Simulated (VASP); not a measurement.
# CO in VASP: a series of runs

Runs on CO. Level: PBE+D3(BJ). Tasks: molecular dynamics.

Program: VASP 6.6.1. These are calculated values, not measurements. Logs are shortened: lines on timing, memory, paths and dates and some standing lists are left out, and cuts for length are marked.

**1. The cell of the first run**

The cell holds a disordered packing, 20 atoms: a = 7.742 Å, b = 7.742 Å, c = 7.742 Å, α = 90.00°, β = 90.00°, γ = 90.00°.

**2. Molecular dynamics, PBE+D3(BJ)**

The input, INCAR:

```
SYSTEM = CO
PREC     = Accurate       ! precision mode
ENCUT    = 520            ! plane-wave cutoff, eV
EDIFF    = 1E-5           ! SCF threshold, eV
ISMEAR   = -1             ! smearing method
SIGMA    = 0.05           ! smearing width, eV
LREAL    = Auto         
LASPH    = .TRUE.         ! aspherical terms in the spheres
NELM     = 100            ! most SCF steps
ALGO     = Normal         ! electronic algorithm
ISIF     = 2              ! what is computed and relaxed
LWAVE    = .FALSE.        ! write WAVECAR
LCHARG   = .FALSE.        ! write CHGCAR
GGA      = PE             ! functional
IVDW     = 12             ! dispersion correction
NBANDS   = 66             ! bands
IBRION   = 0              ! ionic algorithm
NSW      = 40             ! ionic steps
POTIM    = 1.5            ! step
TEBEG    = 300.0        
TEEND    = 300.0        
ISYM     = 0            
NELMIN   = 4            
RANDOM_SEED= 91304 0 0    
MDALGO   = 3            
LANGEVIN_GAMMA= 20 20
```

The input, KPOINTS:

```
regular mesh
0
G
  1 1 1
  0 0 0
```

The input, POSCAR:

```
CO
1.0
    7.7417530000      0.0000000000      0.0000000000
    0.0000000000      7.7417530000      0.0000000000
    0.0000000000      0.0000000000      7.7417530000
O C
10 10
Direct
    0.9758561200      0.2738582000      0.7545947400
    0.4076144400      0.8974243400      0.9836608500
    0.7781258000      0.6171228200      0.5932455400
    0.5858916700      0.5218336000      0.0437225600
    0.1926304100      0.9789853300      0.6102658600
    0.8728275200      0.1844416200      0.1464506400
    0.6719106400      1.0776915000      0.5072582900
    0.4536879700      0.3811279800      0.6649177200
    0.2819038600      0.2414101900      0.1139962200
    1.0246832400      0.6058250400      0.1998633900
    1.0487767800      0.3872244700      0.8123255100
    0.4796526300      0.8728622900      0.8583614300
    0.8352032900      0.7177027000      0.6837815300
    0.6103623400      0.5254123500      0.1886242100
    0.1019724500      0.9398014900      0.5018775000
    0.8035407100      0.0707011800      0.0846638900
    0.5730945800      1.0007300300      0.4309621600
    0.3843001700      0.4884720100      0.5926629000
    0.2657198800      0.2449496000      0.2597154800
    1.0494638000      0.7329243600      0.1307015800
```

Potentials or basis: VASP PAW PBE potentials, release 64 (O, C).

Launch:

```console
cat potpaw_PBE.64/O/POTCAR potpaw_PBE.64/C/POTCAR > POTCAR
mpirun -np 1 vasp_gam > vasp.out
```

OUTCAR:

```text
SYSTEM = CO
   PREC = Accurate
   ENCUT = 520
   EDIFF = 1E-5
   ISMEAR = -1
   LREAL = Auto
   LASPH = .TRUE.
   NELM = 100
   ISIF = 2
   GGA = PE
   IVDW = 12
   IBRION = 0
   NSW = 40
   POTIM = 1.5
   TEBEG = 300.0
   ISYM = 0
   NELMIN = 4
 IVDW          = 12

 ion  position               nearest neighbor table
   1  0.976  0.274  0.755-  11 1.14
   2  0.408  0.897  0.984-  12 1.13
   3  0.778  0.617  0.593-  13 1.14
   4  0.586  0.522  0.044-  14 1.14
   5  0.193  0.979  0.610-  15 1.14
   6  0.873  0.184  0.146-  16 1.14
[... 12 lines left out ...]
  19  0.266  0.245  0.260-   9 1.14
  20  0.049  0.733  0.131-  10 1.14

IMPORTANT INFORMATION: All symmetrisations will be switched off!
NOSYMM: (Re-)initialisation of all symmetry stuff for point group C_1.

----------------------------------------------------------------------------------------

                                     Primitive cell

  volume of cell :     463.9999

  direct lattice vectors                    reciprocal lattice vectors
     7.741753000  0.000000000  0.000000000     0.129169711  0.000000000  0.000000000
     0.000000000  7.741753000  0.000000000     0.000000000  0.129169711  0.000000000
     0.000000000  0.000000000  7.741753000     0.000000000  0.000000000  0.129169711

  length of vectors
     7.741753000  7.741753000  7.741753000     0.129169711  0.129169711  0.129169711

  position of ions in fractional coordinates (direct lattice)
     0.975856120  0.273858200  0.754594740
     0.407614440  0.897424340  0.983660850
     0.778125800  0.617122820  0.593245540
     0.585891670  0.521833600  0.043722560
     0.192630410  0.978985330  0.610265860
     0.872827520  0.184441620  0.146450640
[... 12 lines left out ...]
     0.265719880  0.244949600  0.259715480
     0.049463800  0.732924360  0.130701580

  ion indices of the primitive-cell ions
   primitive index   ion index
                 1           1
                 2           2
                 3           3
                 4           4
                 5           5
                 6           6
[... 12 lines left out ...]
                19          19
                20          20

----------------------------------------------------------------------------------------

 KPOINTS: regular mesh

Automatic generation of k-mesh.
 Grid dimensions read from file:
 generate k-points for:    1    1    1

 Generating k-lattice:

  Cartesian coordinates                     Fractional coordinates (reciprocal lattice)
     0.129169711  0.000000000  0.000000000     1.000000000  0.000000000  0.000000000
[... 37 lines left out ...]
   EDIFFG = 0.1E-03   stopping-criterion for IOM
   NSW    =     40    number of steps for IOM
   IBRION =      0    ionic relax: 0-MD 1-quasi-New 2-CG
   NFREE  =      0    steps in history (QN), initial steepest desc. (CG)
   ISIF   =      2    stress and relaxation
   ISYM   =      0    0-nonsym 1-usesym 2-fastsym
   POTIM  = 1.5000    time-step for ionic-motion
   TEBEG  =  300.0;   TEEND  = 300.0 temperature during run
   PSTRESS=    0.0 pullay stress
   NELECT =     100.0000    total number of electrons
   NUPDOWN=      -1.0000    fix difference up-down
   EMIN   =  10.00;   EMAX   =-10.00  energy-range for DOS
   EFERMI =   0.00;   METHOD = LEGACY
   ISMEAR =    -1;   SIGMA  =   0.05  broadening in eV -4-tet -1-fermi 0-gaus
   EFERMI_NEDOS =   21; number of points for ismear=-14 and -15
   IALGO  =     38    algorithm
   IMIX   =      4    mixing-type and parameters
     AMIX     =   0.40;   BMIX     =  1.00
     AMIX_MAG =   1.60;   BMIX_MAG =  1.00
  volume/ion in A,a.u.               =      23.20       156.56
  Fermi-wavevector in a.u.,A,eV,Ry     =   0.981527  1.854817 13.107784  0.963395
  Thomas-Fermi vector in A             =   2.112540
   LORBIT       =      0    0 simple, 1 ext, 2 COOP (PROOUT), +10 PAW based schemes
   GGA     = PE    functional components
   LHFCALC =     F    Hartree Fock is set to
   AEXX    =    0.0000 exact exchange contribution
   IVDW    =    12    specifies the selected vdW correction
   LEPSILON=     F    determine dielectric tensor
   LRPA    =     F    only Hartree local field effects (RPA)
 molecular dynamics for ions
 non-spin polarized calculation
  energy-cutoff  :      520.00
  volume of cell :      464.00
 maximum number of plane-waves:      6267
 NGX is ok and might be reduce to    60
   NGX = 29   NGY = 29   NGZ = 29

--------------------------------------- Ionic step        1  -------------------------------------------

 number of electron     100.0000009 magnetization

 Free energy of the ion-electron system (eV)
  ---------------------------------------------------
  ext. energy  EPLUGINS =         0.00000000
  ---------------------------------------------------
  free energy    TOTEN  =      -147.70971174 eV

  energy without entropy =     -147.70971174  energy(sigma->0) =     -147.70971174

------------------------ aborting loop because EDIFF is reached ----------------------------------------

 Edisp (eV)   -1.17571

 E8    (eV) :    -0.3062
[... 185 lines left out ...]
  ENERGY OF THE ELECTRON-ION-THERMOSTAT SYSTEM (eV)
  ---------------------------------------------------
% ion-electron   TOTEN  =      -148.784454  see above
  kinetic energy EKIN   =         0.650664
  kin. lattice  EKIN_LAT=         0.000000  (temperature  251.69 K)
  nose potential ES     =         0.000000
  nose kinetic   EPS    =         0.000000
  ---------------------------------------------------
  total energy   ETOTAL =      -148.133790 eV

[... ionic steps 4 to 37 ...]

--------------------------------------- Ionic step       38  -------------------------------------------

 number of electron     100.0000005 magnetization

------------------------ aborting loop because EDIFF is reached ----------------------------------------
[... 131 lines left out ...]
--------------------------------------- Ionic step       40  -------------------------------------------

 number of electron      99.9999994 magnetization

 Free energy of the ion-electron system (eV)
  ---------------------------------------------------
  ext. energy  EPLUGINS =         0.00000000
  ---------------------------------------------------
  free energy    TOTEN  =      -147.38570679 eV

  energy without entropy =     -147.38570679  energy(sigma->0) =     -147.38570679

 E-fermi :  -3.7198     XC(G=0):  -6.3166

 val. band max:       -4.9387455647   @ k =   0.0000   0.0000   0.0000
 cond. band min:       0.4019584789   @ k =   0.0000   0.0000   0.0000
 fundamental gap:      5.3407040437
 Fermi energy:        -3.7198043890

 k-point     1 :       0.0000    0.0000    0.0000
  band No.  band energies     occupation
      1     -26.0800      2.00000
      2     -26.0498      2.00000
      3     -25.9963      2.00000
      4     -25.9294      2.00000
      5     -25.8841      2.00000
      6     -25.8441      2.00000
[... 54 lines left out ...]
     61       1.4139      0.00000
     62       1.5157      0.00000
 [bands above 62 left out]

------------------------ aborting loop because EDIFF is reached ----------------------------------------

 Edisp (eV)   -1.17610

 E8    (eV) :    -0.3057
[... 49 lines left out ...]
  ENERGY OF THE ELECTRON-ION-THERMOSTAT SYSTEM (eV)
  ---------------------------------------------------
% ion-electron   TOTEN  =      -148.561806  see above
  kinetic energy EKIN   =         0.722454
  kin. lattice  EKIN_LAT=         0.000000  (temperature  279.46 K)
  nose potential ES     =         0.000000
  nose kinetic   EPS    =         0.000000
  ---------------------------------------------------
  total energy   ETOTAL =      -147.839352 eV
```

Wall time 10 min (1 thread of Intel Xeon 6975P-C (Granite Rapids), shared host); peak memory 0.55 GiB.

What came out:

| Quantity | Value |
| --- | --- |
| Dispersion energy per atom | -0.059 eV |

Caveat: the k points lie up to 0.81 Å⁻¹ apart, too coarse for converged energies, forces and pressures.

**3. Molecular dynamics, PBE+D3(BJ)**

The input, INCAR:

```
SYSTEM = CO
PREC = Accurate ; ENCUT = 520
EDIFF = 1E-5 ; ISMEAR = -1
SIGMA = 0.05 ; LREAL = Auto
LASPH = .TRUE. ; NELM = 100
ALGO = Normal ; ISIF = 2
LWAVE = .FALSE. ; LCHARG = .TRUE.
GGA = PE ; IVDW = 12
IBRION = 0 ; NSW = 40
POTIM = 1.0 ; TEBEG = 300.0
TEEND = 300.0 ; ISYM = 0
NELMIN = 4 ; RANDOM_SEED = 440354 0 0
MDALGO = 2 ; SMASS = 0
```

The input, KPOINTS:

```
Automatic mesh
0
G
  1 1 1
  0 0 0
```

The input, POSCAR:

```
CO
1.0
    7.7417530000      0.0000000000      0.0000000000
    0.0000000000      7.7417530000      0.0000000000
    0.0000000000      0.0000000000      7.7417530000
O C
10 10
Direct
    0.9354496800      0.3003541000      0.8174388000
    0.3308005300      0.8652904900      0.9021719900
    0.8328883800      0.6144753600      0.5358064000
    0.6154163300      0.5710739400      0.0883256900
    0.1656598300      0.9273225800      0.5891955400
    0.8582406600      0.1600514900      0.1684557900
    0.5907341900      1.1000396600      0.5130844400
    0.3806103700      0.5389097300      0.6543705000
    0.2240067100      0.2654503700      0.1559125200
    1.1188058400      0.6760642600      0.1342908600
    1.0801806700      0.2645817800      0.7998914500
    0.4690037900      0.9063718300      0.8770301400
    0.9674436200      0.6014316100      0.5897936400
    0.5860050200      0.7014111400      0.1573722500
    0.1973312300      0.9163346000      0.4507415700
    0.7258186800      0.1064675200      0.1358849800
    0.6352869500      0.9614749200      0.5184648200
    0.3670363700      0.5172297500      0.5124848100
    0.2674460000      0.2266054300      0.2935592700
    1.0030665500      0.7439413900      0.0734462300
```

Potentials or basis: VASP PAW PBE potentials, release 64 (O, C).

Launch:

```console
cat potpaw_PBE.64/O/POTCAR potpaw_PBE.64/C/POTCAR > POTCAR
mpirun -np 1 vasp_gam > vasp.out
```

Run time: 9 min. Hardware: 1 thread of Intel Xeon 6975P-C (Granite Rapids), shared host; peak memory 0.54 GiB.

The run converged. Its results:

* Dispersion energy per atom: -0.059 eV

The path:
| step | potential energy change (eV) | largest force (eV/Å) | pressure (GPa) | volume (Å³) | temperature (K) |
| --- | --- | --- | --- | --- | --- |
| 1 | 0.0000 | 5.3496 | 1.71 | 464.00 | 299 |
| 2 | 0.0113 | 5.3332 | 1.95 | 464.00 | 295 |
| 3 | 0.0036 | 4.2162 | 1.94 | 464.00 | 298 |
| 4 | -0.0126 | 5.1336 | 1.69 | 464.00 | 305 |
| 5 | -0.0286 | 6.2357 | 1.23 | 464.00 | 311 |
| 6 | -0.0415 | 5.9865 | 0.67 | 464.00 | 315 |
| 7 | -0.0439 | 4.4778 | 0.08 | 464.00 | 315 |
| 8 | -0.0260 | 4.0841 | -0.44 | 464.00 | 306 |
| 9 | 0.0081 | 4.5169 | -0.79 | 464.00 | 291 |
| 10 | 0.0376 | 4.4426 | -0.95 | 464.00 | 278 |
| 11 | 0.0415 | 3.8594 | -0.90 | 464.00 | 275 |
| 12 | 0.0153 | 4.5927 | -0.66 | 464.00 | 285 |
| 13 | -0.0255 | 4.9566 | -0.26 | 464.00 | 300 |
| 14 | -0.0557 | 4.7832 | 0.27 | 464.00 | 312 |
| 15 | -0.0580 | 4.0613 | 0.85 | 464.00 | 312 |
| 16 | -0.0364 | 4.6438 | 1.38 | 464.00 | 302 |
| 17 | -0.0135 | 5.4709 | 1.76 | 464.00 | 292 |
| 18 | -0.0093 | 5.1395 | 1.92 | 464.00 | 289 |
| 19 | -0.0228 | 3.7606 | 1.82 | 464.00 | 293 |
| 20 | -0.0407 | 5.4410 | 1.51 | 464.00 | 299 |
| 21 | -0.0555 | 6.1507 | 1.03 | 464.00 | 304 |
| 22 | -0.0642 | 5.5160 | 0.46 | 464.00 | 306 |
| 23 | -0.0593 | 3.7695 | -0.10 | 464.00 | 302 |
| 24 | -0.0349 | 4.2239 | -0.56 | 464.00 | 291 |
| 25 | -0.0012 | 4.5071 | -0.84 | 464.00 | 276 |
| 26 | 0.0206 | 4.2822 | -0.94 | 464.00 | 267 |
| 27 | 0.0143 | 3.9554 | -0.83 | 464.00 | 269 |
| 28 | -0.0178 | 4.7015 | -0.54 | 464.00 | 282 |
| 29 | -0.0566 | 4.8950 | -0.10 | 464.00 | 298 |
| 30 | -0.0778 | 4.5520 | 0.44 | 464.00 | 307 |
| 31 | -0.0699 | 3.6534 | 0.99 | 464.00 | 304 |
| 32 | -0.0441 | 5.0304 | 1.48 | 464.00 | 295 |
| 33 | -0.0251 | 5.5112 | 1.78 | 464.00 | 288 |
| 34 | -0.0273 | 4.8175 | 1.86 | 464.00 | 289 |
| 35 | -0.0441 | 4.2880 | 1.69 | 464.00 | 296 |
| 36 | -0.0622 | 5.7535 | 1.32 | 464.00 | 304 |
| 37 | -0.0760 | 6.0147 | 0.81 | 464.00 | 310 |
| 38 | -0.0812 | 4.9717 | 0.24 | 464.00 | 312 |
| 39 | -0.0695 | 3.7399 | -0.28 | 464.00 | 307 |
| 40 | -0.0398 | 4.3827 | -0.68 | 464.00 | 295 |

Caveat: the k points lie up to 0.81 Å⁻¹ apart, too coarse for converged energies, forces and pressures.
